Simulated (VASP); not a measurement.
A run of VASP 6.6.1 is set up as follows.

The input INCAR:

```
  PREC = Accurate
  ENCUT = 520
  EDIFF = 1E-6
  ISMEAR = -1
  SIGMA = 0.05
  LREAL = F
  LASPH = T
  NELM = 100
  ALGO = Normal
  ISIF = 2
  LWAVE = F
  LCHARG = T
  LELF = T
  LVHAR = T
  NBANDS = 17
```

KPOINTS

```
regular mesh
0
Gamma
  9 9 5
```

POSCAR

```
Pd
1.0
    2.7113698655     -0.0000000028      0.0000000000
   -1.3556849303      2.3481151840      0.0000000000
    0.0000000000      0.0000000000      4.5086749888
Pd
2
Direct
    0.6666666667      0.3333333333      0.7500000000
    0.3333333333      0.6666666667      0.2500000000
```

Potentials or basis: VASP PAW LDA potentials, release 64 (Pd).

Run with:

```console
$ cat potpaw_LDA.64/Pd/POTCAR > POTCAR
$ mpirun -np 1 vasp_std > vasp.out
```

What does it give for the band gap on the k mesh?

Zero (band 10 reaches 10.23 eV, above the bottom of band 11 at 9.52 eV).

Estimate the pressure.

-1.9 GPa.

Stress tensor (GPa, compression positive):
```
-2.33  0.00  0.00
 0.00 -2.33  0.00
 0.00  0.00 -0.99
```
